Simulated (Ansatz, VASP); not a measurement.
Two plane-wave programs on Al2O3

```xyz
10
Lattice="2.3646 1.3652 4.2973 -2.3646 1.3652 4.2973 0.0000 -2.7304 4.2973" Properties=species:S:1:pos:R:3 pbc="T T T"
Al    0.0000    0.0000    4.5383
Al    0.0000    0.0000    1.9077
Al    0.0000    0.0000    8.3536
Al    0.0000    0.0000   10.9842
O    -0.9181    1.3652    7.5202
O    -0.7232   -1.4777    7.5202
O     1.6414    0.1125    7.5202
O     0.9181   -1.3652    5.3716
O     0.7232    1.4777    5.3716
O    -1.6414   -0.1125    5.3716
```

Alike in both runs: functional LDA; k mesh 6 × 6 × 6; occupations gaussian, width 0.02 eV; no spin polarisation.

Ansatz relaxed the structure, and its values are those at the end. VASP's run is a single point on that final structure, the one shown.

|  | VASP | Ansatz |
| --- | --- | --- |
| version | VASP 6.6.1 | Ansatz 0.2.0 |
| potentials or method | VASP PAW LDA potentials, release 64 (Al, O), cutoff 520 eV | scalar-relativistic, plane waves, PAW |
| valence electrons in the cell | 48 | 48 |

```tsv
	VASP	Ansatz	Ansatz less VASP
gap on the k mesh at the Fermi level (eV)	6.44	6.43	-0.009
least direct gap on the mesh (eV)	6.44	6.43	-0.009
pressure (GPa)	0.9	0.0	-0.87
rms of the force components (eV/Å)	0.006	0.000	-0.0058
```

LDA's correlation is that of Perdew and Zunger in VASP and of Perdew and Wang (1992) in Ansatz.
